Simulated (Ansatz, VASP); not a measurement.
Two plane-wave programs on TlBr

Contents of INCAR:

```
PREC = Accurate
ENCUT = 500
EDIFF = 1E-6
ISMEAR = 0
SIGMA = 0.5
LREAL = F
LASPH = T
NELM = 120
ALGO = Normal
ISIF = 2
LWAVE = F
LCHARG = F
GGA = PE
NBANDS = 17
GGA_COMPAT = F
```

Contents of KPOINTS:

```
Automatic mesh
0
Gamma
  4 4 4
```

Contents of POSCAR:

```
TlBr
1.0
    3.9949064284      0.0000000000      0.0000000000
    0.0000000000      3.9949064284      0.0000000000
    0.0000000000      0.0000000000      3.9949064284
Tl Br
1 1
Direct
    0.0000000000      0.0000000000      0.0000000000
    0.5000000000      0.5000000000      0.5000000000
```

Input for Ansatz:

```yaml
crystal:
  lattice:
    - [3.9949064284, 0.0, 0.0]
    - [0.0, 3.9949064284, 0.0]
    - [0.0, 0.0, 3.9949064284]
  atoms:
    - { symbol: Tl, position: [0.0, 0.0, 0.0] }
    - { symbol: Br, position: [0.5, 0.5, 0.5] }
kpoints:
  mp_grid: { grid: [4, 4, 4] }
hamiltonian:
  xc: pbe
scf:
  occupations: { method: gaussian, width: 0.5 }
  n_extra_bands: 4
output:
  forces: true
  stress: true
  eigenvalues: true
```

Alike in both runs: task single point; functional PBE; k mesh 4 × 4 × 4; occupations gaussian, width 0.5 eV; no spin polarisation.

|  | VASP | Ansatz |
| --- | --- | --- |
| version | VASP 6.6.1 | Ansatz 0.2.0 |
| potentials or method | VASP PAW PBE potentials, release 64 (Tl_d, Br) | plane waves |
| plane-wave cutoff (eV) | 500 | 420 |
| valence electrons in the cell | 20 | 20 |

|  | VASP | Ansatz | Ansatz less VASP |
| --- | --- | --- | --- |
| pressure (GPa) | 1.0 | 1.1 | +0.03 |

Spin-orbit coupling is off throughout.
